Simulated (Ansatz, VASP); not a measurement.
# Two plane-wave programs on MoS2

```xyz
6
Lattice="3.1400 0.0000 0.0000 -1.5700 2.7193 0.0000 0.0000 0.0000 12.5300" Properties=species:S:1:pos:R:3 pbc="T T T"
Mo    0.0000    1.8129    3.1325
Mo    1.5700    0.9064    9.3975
S     0.0000    1.8129    7.8312
S     1.5700    0.9064    1.5662
S     0.0000    1.8129   10.9637
S     1.5700    0.9064    4.6987
```

Alike in both runs: task single point; functional PBE; k mesh 7 × 7 × 2; occupations fermi-dirac, width 0.05 eV; no spin polarisation.

|  | VASP | Ansatz |
| --- | --- | --- |
| version | VASP 6.6.1 | Ansatz 0.2.0 |
| potentials or method | VASP PAW PBE potentials, release 64 (Mo_sv, S), cutoff 520 eV | PAW, plane waves, scalar-relativistic |
| valence electrons in the cell | 52 | 52 |

Ansatz gave:

* pressure (GPa): 4.4
* traceless stress, the component that is largest in VASP (GPa): -0.97
* rms of the force components (eV/Å): 0.062

Problem. Estimate VASP's values.

Solution. Pressure (GPa): 4.3; traceless stress, the component that is largest in VASP (GPa): -1.01; rms of the force components (eV/Å): 0.056.

Atom by atom the forces differ by 0.006 eV/Å (rms over components).
